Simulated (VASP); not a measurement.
A run of VASP 6.6.1:

File INCAR:

```
  PREC = Accurate
  ENCUT = 520
  EDIFF = 1E-6
  ISMEAR = 0
  SIGMA = 0.15
  LREAL = F
  LASPH = T
  NELM = 100
  ALGO = Normal
  ISIF = 2
  LWAVE = F
  LCHARG = T
  GGA = PS
  LELF = T
  LVHAR = T
  NBANDS = 12
```

KPOINTS

```
Automatic mesh
0
Gamma
  18 18 18
```

Contents of POSCAR:

```
As
1.0
    1.9079456994      1.1015529631      3.5380565500
   -1.9079456994      1.1015529631      3.5380565500
    0.0000000000     -2.2031059263      3.5380565500
As
2
Direct
    0.2275400000      0.2275400000      0.2275400000
    0.7724600000      0.7724600000      0.7724600000
```

Potentials or basis: VASP PAW PBE potentials, release 64 (As).

The run is started by

```sh
$ cat potpaw_PBE.64/As/POTCAR > POTCAR
$ mpirun -np 1 vasp_std > vasp.out
```

Hardware: 1 thread of AMD EPYC 7R13, with other jobs on the host.

**Question.** How long does it take, and how much memory?

**Answer.** It took 4.8 min on 1 thread of AMD EPYC 7R13, on a shared host, peak memory 0.35 GiB. Counts: scf iterations 10, k points 580.
